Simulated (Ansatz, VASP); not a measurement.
**ZnCd2Te3 in VASP and in Ansatz**

```xyz
6
Lattice="5.4961 0.0000 0.0000 -2.7480 4.7597 0.0000 0.0000 0.0000 6.3350" Properties=species:S:1:pos:R:3 pbc="T T T"
Zn    0.0000    0.0000    3.1675
Cd    0.0000    3.1732    3.1675
Cd    2.7480    1.5866    3.1675
Te    0.0000    0.0000    0.0000
Te    0.0000    3.1732    0.0000
Te    2.7480    1.5866    0.0000
```

Alike in both runs: functional PBE; k mesh 12 × 12 × 6; occupations gaussian, width 0.1 eV; no spin polarisation.

Ansatz relaxed the structure, and its values are those at the end. VASP's run is a single point on that final structure, the one shown.

|  | VASP | Ansatz |
| --- | --- | --- |
| version | VASP 6.6.1 | Ansatz 0.2.0 |
| potentials or method | VASP PAW PBE potentials, release 64 (Zn, Cd, Te), cutoff 520 eV | scalar-relativistic, plane waves, PAW |
| valence electrons in the cell | 54 | 100 |

```csv
,VASP,Ansatz,Ansatz less VASP
gap on the k mesh at the Fermi level (eV),none,none,-
pressure (GPa),0.0,0.0,-0.02
```

A gap of «none» marks a metal or a gap that the smearing closes. VASP's potentials hold 54 valence electrons a cell and Ansatz's 100, so a difference there can come from the potentials and not from the codes.

Spin-orbit coupling is off throughout.
